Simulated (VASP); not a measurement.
# Be (Pmmn) in VASP: a series of runs

Be is run at these levels: PBE; tasks: single point, relaxation of cell and atoms.

All numbers are computed with VASP 6.6.1; they aren't measurements. Logs are shortened: lines on timing, memory, paths and dates and some standing lists are left out, and cuts for length are marked.

### Step 1. The cell of the first run

The structure is orthorhombic, space group Pmmn (No. 59). Conventional cell: a = 2.749 Å, b = 4.410 Å, c = 4.651 Å, α = 90.00°, β = 90.00°, γ = 90.00°. Within 2.5 Å of Be (site symmetry m) lie 5 Be at 1.88 to 2.30 Å. Be (site symmetry mm2) has 6 Be at 1.88 to 2.05 Å within 2.5 Å.

The cell was generated, and may not be a known phase.

### Step 2. Single point, PBE

File INCAR:

```
ALGO     = Normal         # electronic algorithm
EDIFF    = 1E-7           # SCF threshold, eV
ENCUT    = 520            # plane-wave cutoff, eV
GGA      = PE             # functional
ISIF     = 2              # what is computed and relaxed
ISMEAR   = 0              # smearing method
LASPH    = True           # aspherical terms in the spheres
LCHARG   = False          # write CHGCAR
LREAL    = False          # projectors in reciprocal space
LWAVE    = False          # write WAVECAR
NBANDS   = 15             # bands
NELM     = 100            # most SCF steps
PREC     = Accurate       # precision mode
SIGMA    = 0.1            # smearing width, eV
```

File KPOINTS:

```
k-points
0
Gamma
  6 4 4
```

File POSCAR:

```
Be
1.0
    2.7491526100      0.0000000000      0.0000000000
    0.0000000000      4.4098587100      0.0000000000
    0.0000000000      0.0000000000      4.6512087500
Be
6
Direct
    0.0000000000      0.7611090900      0.2493817000
    0.0000000000      0.2388909100      0.2493817000
    0.5000000000      0.2611090900      0.7506183000
    0.5000000000      0.7388909100      0.7506183000
    0.0000000000      0.0000000000      0.6264761800
    0.5000000000      0.5000000000      0.3735238200
```

Potentials or basis: VASP PAW PBE potentials, release 64 (Be).

Command:

```console
$ cat potpaw_PBE.64/Be/POTCAR > POTCAR
$ mpirun -np 1 vasp_std > vasp.out
```

OUTCAR:

```text
EDIFF = 1E-7
   ENCUT = 520
   GGA = PE
   ISIF = 2
   ISMEAR = 0
   LASPH = True
   LREAL = False
   NELM = 100
   PREC = Accurate

 ion  position               nearest neighbor table
   1  0.000  0.761  0.249-   6 1.88   6 1.88   5 2.05   2 2.11   2 2.30
   2  0.000  0.239  0.249-   6 1.88   6 1.88   5 2.05   1 2.11   1 2.30
   3  0.500  0.261  0.751-   5 1.88   5 1.88   6 2.05   4 2.11   4 2.30
   4  0.500  0.739  0.751-   5 1.88   5 1.88   6 2.05   3 2.11   3 2.30
   5  0.000  0.000  0.626-   3 1.88   4 1.88   3 1.88   4 1.88   1 2.05   2 2.05
   6  0.500  0.500  0.374-   1 1.88   2 1.88   1 1.88   2 1.88   3 2.05   4 2.05

  LATTYP: Found a simple orthorhombic cell.
 ALAT       =     2.7491526100
 B/A-ratio  =     1.6040792694
 C/A-ratio  =     1.6918699723

  Lattice vectors:

 A1 = (   2.7491526100,   0.0000000000,   0.0000000000)
 A2 = (   0.0000000000,   4.4098587100,   0.0000000000)
 A3 = (   0.0000000000,   0.0000000000,   4.6512087500)

Analysis of symmetry for initial positions (statically):
=====================================================================
 Subroutine PRICEL returns:
 Original cell was already a primitive cell.

 Routine SETGRP: Setting up the symmetry group for a
 simple orthorhombic supercell.

 Subroutine GETGRP returns: Found  8 space group operations
 (whereof  4 operations were pure point group operations)
 out of a pool of  8 trial point group operations.

The static configuration has the point symmetry C_2v.
 The point group associated with its full space group is D_2h.

Analysis of symmetry for dynamics (positions and initial velocities):
=====================================================================
 Subroutine PRICEL returns:
 Original cell was already a primitive cell.

 Routine SETGRP: Setting up the symmetry group for a
 simple orthorhombic supercell.

 Subroutine GETGRP returns: Found  8 space group operations
 (whereof  4 operations were pure point group operations)
 out of a pool of  8 trial point group operations.

The dynamic configuration has the point symmetry C_2v.
 The point group associated with its full space group is D_2h.

 Subroutine INISYM returns: Found  8 space group operations
 (whereof  4 operations are pure point group operations),
 and found     1 'primitive' translations

----------------------------------------------------------------------------------------

                                     Primitive cell

  volume of cell :      56.3883

  direct lattice vectors                    reciprocal lattice vectors
     2.749152610  0.000000000  0.000000000     0.363748450  0.000000000  0.000000000
     0.000000000  4.409858710  0.000000000     0.000000000  0.226764635  0.000000000
     0.000000000  0.000000000  4.651208750     0.000000000  0.000000000  0.214997876

  length of vectors
     2.749152610  4.409858710  4.651208750     0.363748450  0.226764635  0.214997876

  position of ions in fractional coordinates (direct lattice)
     0.000000000  0.761109090  0.249381700
     0.000000000  0.238890910  0.249381700
     0.500000000  0.261109090  0.750618300
     0.500000000  0.738890910  0.750618300
     0.000000000  0.000000000  0.626476180
     0.500000000  0.500000000  0.373523820

  ion indices of the primitive-cell ions
   primitive index   ion index
                 1           1
                 2           2
                 3           3
                 4           4
                 5           5
                 6           6

----------------------------------------------------------------------------------------

 KPOINTS: k-points

Automatic generation of k-mesh.
 Grid dimensions read from file:
 generate k-points for:    6    4    4

 Generating k-lattice:

  Cartesian coordinates                     Fractional coordinates (reciprocal lattice)
     0.060624742  0.000000000  0.000000000     0.166666667  0.000000000  0.000000000
     0.000000000  0.056691159  0.000000000     0.000000000  0.250000000  0.000000000
     0.000000000  0.000000000  0.053749469     0.000000000  0.000000000  0.250000000

  Length of vectors
     0.060624742  0.056691159  0.053749469

  Shift w.r.t. Gamma in fractional coordinates (k-lattice)
     0.000000000  0.000000000  0.000000000

 Subroutine IBZKPT returns following result:
 ===========================================

 Found     36 irreducible k-points:

 Following reciprocal coordinates:
            Coordinates               Weight
  0.000000  0.000000  0.000000      1.000000
  0.166667  0.000000  0.000000      2.000000
  0.333333  0.000000  0.000000      2.000000
  0.500000  0.000000  0.000000      1.000000
  0.000000  0.250000  0.000000      2.000000
  0.166667  0.250000  0.000000      4.000000
[... 16 lines left out ...]
  0.333333  0.500000  0.250000      4.000000
  0.500000  0.500000  0.250000      2.000000
 [... further k-points ...]
   k-points           NKPTS =     36   k-points in BZ     NKDIM =     36   number of bands    NBANDS=     15
   number of dos      NEDOS =    301   number of ions     NIONS =      6
   total plane-waves  NPLWV =  25920
   dimension x,y,z NGX =    20 NGY =   36 NGZ =   36
   dimension x,y,z NGXF=    40 NGYF=   72 NGZF=   72
   ions per type =               6
   NGX,Y,Z   is equivalent  to a cutoff of  12.09, 13.57, 12.87 a.u.
   NGXF,Y,Z  is equivalent  to a cutoff of  24.19, 27.14, 25.73 a.u.
 SYSTEM =  unknown system
   PREC   = accura    normal or accurate (medium, high low for compatibility)
   ISTART =      0    job   : 0-new  1-cont  2-samecut
   ICHARG =      2    charge: 1-file 2-atom 10-const
   ISPIN  =      1    spin polarized calculation?
   LNONCOLLINEAR =      F non collinear calculations
   LSORBIT =      F    spin-orbit coupling
   LASPH  =      T    aspherical Exc in radial PAW
   ENCUT  =  520.0 eV  38.22 Ry    6.18 a.u.   5.11  8.20  8.65*2*pi/ulx,y,z
   NELM   =    100;   NELMIN=  2; NELMDL= -5     # of ELM steps
   EDIFF  = 0.1E-06   stopping-criterion for ELM
   LREAL  =      F    real-space projection
   EDIFFG = 0.1E-05   stopping-criterion for IOM
   NSW    =      0    number of steps for IOM
   IBRION =     -1    ionic relax: 0-MD 1-quasi-New 2-CG
   NFREE  =      0    steps in history (QN), initial steepest desc. (CG)
   ISIF   =      2    stress and relaxation
   ISYM   =      2    0-nonsym 1-usesym 2-fastsym
   POTIM  = 0.5000    time-step for ionic-motion
   TEBEG  =    0.0;   TEEND  =   0.0 temperature during run
   PSTRESS=    0.0 pullay stress
   NELECT =      12.0000    total number of electrons
   NUPDOWN=      -1.0000    fix difference up-down
   EMIN   =  10.00;   EMAX   =-10.00  energy-range for DOS
   EFERMI =   0.00;   METHOD = LEGACY
   ISMEAR =     0;   SIGMA  =   0.10  broadening in eV -4-tet -1-fermi 0-gaus
   EFERMI_NEDOS =   21; number of points for ismear=-14 and -15
   IALGO  =     38    algorithm
   IMIX   =      4    mixing-type and parameters
     AMIX     =   0.40;   BMIX     =  1.00
     AMIX_MAG =   1.60;   BMIX_MAG =  1.00
  volume/ion in A,a.u.               =       9.40        63.42
  Fermi-wavevector in a.u.,A,eV,Ry     =   0.977400  1.847017 12.997780  0.955310
  Thomas-Fermi vector in A             =   2.108094
   LORBIT       =      0    0 simple, 1 ext, 2 COOP (PROOUT), +10 PAW based schemes
   GGA     = PE    functional components
   LHFCALC =     F    Hartree Fock is set to
   AEXX    =    0.0000 exact exchange contribution
   IVDW    =     0    specifies the selected vdW correction
   LEPSILON=     F    determine dielectric tensor
   LRPA    =     F    only Hartree local field effects (RPA)
 non-spin polarized calculation
 Gauss-broadening in eV      SIGMA  =   0.10
  energy-cutoff  :      520.00
  volume of cell :       56.39
 maximum number of plane-waves:      1548
   NGX = 11   NGY = 17   NGZ = 17

 number of electron      12.0000000 magnetization

 Free energy of the ion-electron system (eV)
  ---------------------------------------------------
  ext. energy  EPLUGINS =         0.00000000
  ---------------------------------------------------
  free energy    TOTEN  =       -15.98564084 eV

  energy without entropy =      -15.97629643  energy(sigma->0) =      -15.98096863

 E-fermi :   4.6331     XC(G=0):  -9.8962

 val. band max:        4.6260876171   @ k =   0.1667   0.2500   0.5000
 cond. band min:       4.6853298318   @ k =   0.5000   0.5000   0.0000
 fundamental gap:      0.0592422147
 Fermi energy:         4.6330876550

 k-point     1 :       0.0000    0.0000    0.0000
  band No.  band energies     occupation
      1      -4.8731      2.00000
      2       0.1433      2.00000
      3       0.2604      2.00000
      4       0.9553      2.00000
      5       1.6280      2.00000
      6       4.4056      1.99871
      7       6.4798      0.00000
      8       7.6037      0.00000
      9       7.9589      0.00000
     10       9.3911      0.00000
     11      11.2167      0.00000
     12      13.8237      0.00000
     13      14.2477      0.00000
     14      15.9585      0.00000
     15      17.4815      0.00000
[... 397 lines left out ...]
 k-point    24 :       0.5000    0.5000    0.2500
  band No.  band energies     occupation
      1      -0.2137      2.00000
      2      -0.2137      2.00000
      3       1.0882      2.00000
      4       1.0882      2.00000
      5       3.3783      2.00000
      6       3.3783      2.00000
      7       3.5862      2.00000
      8       3.5862      2.00000
      9       8.7691      0.00000
     10       8.7691      0.00000
     11       9.0147      0.00000
     12       9.0147      0.00000
     13      13.9514      0.00000
     14      13.9514      0.00000
     15      14.2869      0.00000

 [... further k-points ...]

------------------------ aborting loop because EDIFF is reached ----------------------------------------

  FORCE on cell =-STRESS in cart. coord.  units (eV):
  Direction    XX          YY          ZZ          XY          YZ          ZX
  --------------------------------------------------------------------------------------
  -------------------------------------------------------------------------------------
  Total        7.1717419     11.0295088      1.4016208      0.0000000      0.0000000      0.0000000
  in kB      203.7726417    313.3844180     39.8246316      0.0000000      0.0000000      0.0000000
  external PRESSURE =     185.6605638 kB  Pullay stress =       0.0000000 kB

 VOLUME and BASIS-vectors are now :
 -----------------------------------------------------------------------------
  energy-cutoff  :      520.00
  volume of cell :       56.39
      direct lattice vectors                 reciprocal lattice vectors
     2.749152610  0.000000000  0.000000000     0.363748450  0.000000000  0.000000000
     0.000000000  4.409858710  0.000000000     0.000000000  0.226764635  0.000000000
     0.000000000  0.000000000  4.651208750     0.000000000  0.000000000  0.214997876

 POSITION                                       TOTAL-FORCE (eV/Angst)
 -----------------------------------------------------------------------------------
      0.00000      3.35638      1.15993        -0.000000      0.801710     -2.011658
      0.00000      1.05348      1.15993         0.000000     -0.801710     -2.011658
      1.37458      1.15145      3.49128        -0.000000      0.801710      2.011658
      1.37458      3.25840      3.49128         0.000000     -0.801710      2.011658
      0.00000      0.00000      2.91387         0.000000      0.000000     -1.503290
      1.37458      2.20493      1.73734         0.000000      0.000000      1.503290
 -----------------------------------------------------------------------------------
    total drift:                                0.000000     -0.000000     -0.000000

  FREE ENERGIE OF THE ION-ELECTRON SYSTEM (eV)
  ---------------------------------------------------
  free  energy   TOTEN  =       -15.9856408357 eV

  energy  without entropy=      -15.9762964261  energy(sigma->0) =      -15.98096863
```

It took 23 s on 1 thread of Intel Xeon Platinum 8488C (Sapphire Rapids), shared host; peak memory 0.16 GiB.

What came out:

| Quantity | Value |
| --- | --- |
| Free energy | -15.9856 eV |
| Pressure | 18.6 GPa |
| Largest force | 2.166 eV/Å |
| Band gap on the k mesh | zero (bands 6 and 7 overlap by 4.65 eV) |

Forces in eV/Å, atoms in the order of the input:
```
Be   0.000  0.802 -2.012
Be   0.000 -0.802 -2.012
Be   0.000  0.802  2.012
Be   0.000 -0.802  2.012
Be   0.000  0.000 -1.503
Be   0.000  0.000  1.503
```

Caveat: the k points lie up to 0.38 Å⁻¹ apart, too coarse for converged energies and pressures of a metal; forces of over 1 eV/Å act on the atoms, so gaps and moduli don't describe the material at rest.

### Step 3. Relaxation of cell and atoms, PBE

File INCAR:

```
PREC = Accurate ; ENCUT = 600
EDIFF = 1E-7 ; ISMEAR = 0
SIGMA = 0.1 ; LREAL = False
LASPH = True ; NELM = 100
ALGO = Fast ; ISIF = 3
LWAVE = False ; LCHARG = False
GGA = PE ; IBRION = 2
NSW = 90 ; EDIFFG = -0.04
```

File KPOINTS:

```
regular mesh
0
Gamma
  6 4 4
```

POSCAR is that of step 2.

Potentials or basis: VASP PAW PBE potentials, release 64 (Be).

Command:

```console
$ cat potpaw_PBE.64/Be/POTCAR > POTCAR
$ mpirun -np 1 vasp_std > vasp.out
```

Run time: 6 min. Hardware: 1 thread of Intel Xeon Platinum 8488C (Sapphire Rapids), shared host; peak memory 0.19 GiB.

The run converged. Its results:

```yaml
Free_energy: -21.2884 eV
Relaxed_volume: 8.48 Å³/atom
Relaxed_cell: a = 2.265 Å, b = 6.194 Å, c = 3.625 Å, α = 90.00°, β = 90.00°, γ = 90.00°
Space_group_after_relaxing_to_0.1_Å: Immm (No. 71)
Energy_gained_by_relaxing: 883.8 meV/atom
Ionic_steps: 30
Pressure_after_relaxing: 0.0 GPa
Largest_force_after_relaxing: 0.021 eV/Å
Band_gap_on_the_k_mesh: zero (bands 6 and 7 overlap by 1.62 eV)
```

Forces in eV/Å, atoms in the order of the input:
```
Be   0.000 -0.014 -0.016
Be   0.000  0.014 -0.016
Be   0.000 -0.014  0.016
Be   0.000  0.014  0.016
Be   0.000  0.000 -0.019
Be   0.000  0.000  0.019
```

Stress tensor (GPa, compression positive):
```
 0.18  0.00  0.00
 0.00 -0.03  0.00
 0.00  0.00 -0.13
```

Step by step:
```csv
step,energy change (eV),largest force (eV/Å),pressure (GPa),volume (Å³)
1,0.0000,2.1657,18.57,56.39
2,-1.4041,1.0425,-2.48,65.66
3,-1.4965,0.6805,-8.26,70.58
4,-1.5016,0.7572,-7.23,69.54
5,-1.9728,0.5572,-6.12,66.14
6,-2.2879,1.7047,0.27,59.84
7,-2.3141,1.2824,-2.52,61.87
8,-2.3240,1.4159,-1.80,61.25
9,-2.6074,1.2080,1.05,58.47
10,-2.7387,1.6929,6.47,55.30
11,-2.8933,1.7358,6.71,54.99
12,-3.3099,1.9060,7.97,54.02
13,-3.0455,3.3398,16.55,51.96
14,-3.4525,2.1064,9.55,53.39
15,-3.8840,1.7735,5.88,54.32
16,-4.4271,1.5130,-1.15,56.55
17,-4.4547,1.5534,-2.56,57.21
18,-4.8090,0.9455,-5.04,56.86
19,-5.0473,0.5444,-7.11,56.20
20,-5.1807,0.4433,-3.82,53.74
21,-5.2550,0.2014,4.60,49.28
22,-5.2647,0.2841,1.66,50.59
23,-5.2653,0.2645,2.20,50.34
24,-5.2915,0.0561,1.33,50.46
25,-5.2972,0.1472,0.77,50.55
26,-5.2973,0.1761,0.63,50.58
27,-5.2974,0.1631,0.69,50.56
28,-5.3020,0.0648,-0.07,50.87
29,-5.3021,0.0478,-0.20,50.92
30,-5.3027,0.0213,0.01,50.86
```

Final structure:
```xyz
6
Lattice="2.2652 0.0000 0.0000 0.0000 6.1939 0.0000 0.0000 0.0000 3.6249" Properties=species:S:1:pos:R:3 pbc="T T T"
Be    0.0000    4.9803    0.9084
Be    0.0000    1.2135    0.9084
Be    1.1326    1.8834    2.7166
Be    1.1326    4.3105    2.7166
Be    0.0000    6.1939    2.7226
Be    1.1326    3.0969    0.9023
```

Levels at points of the mesh, in eV from the Fermi level:
```
           k point  band 2  band 3  band 4  band 5  band 6  band 7  band 8  band 9  band 10
(0.00, 0.00, 0.00)   -7.97   -7.49   -3.92   -0.94   -0.92    0.82    1.32    1.43    10.17
(0.50, 0.00, 0.00)   -5.31   -2.75   -2.75   -1.34   -1.34    2.35    2.35    4.02     4.02
(0.00, 0.50, 0.00)   -9.93   -4.19   -4.19   -3.01   -3.01    1.62    1.62   11.00    11.00
(0.50, 0.50, 0.00)   -5.17   -3.56   -3.56    0.94    0.94    1.34    1.34    2.50     2.50
(0.00, 0.00, 0.50)   -8.55   -6.08   -6.08   -5.28   -5.27    3.87    6.09    6.11    12.58
(0.50, 0.00, 0.50)   -3.69   -2.49   -2.49   -2.45   -2.45   -0.46   -0.46    3.19     3.19
(0.00, 0.50, 0.50)   -7.92   -7.72   -7.72   -3.52   -3.52    1.19    1.19   12.99    12.99
(0.50, 0.50, 0.50)   -3.45   -2.86   -2.86   -2.43   -2.43   -0.68   -0.68    3.81     3.81
```

Caveat: the k points lie up to 0.46 Å⁻¹ apart in the final cell, too coarse for converged energies and pressures of a metal; a cell axis changed by over 15 % at a fixed basis, so the end point is rough.

The gap in the log of VASP goes by the Fermi energy; the results here count the filled bands.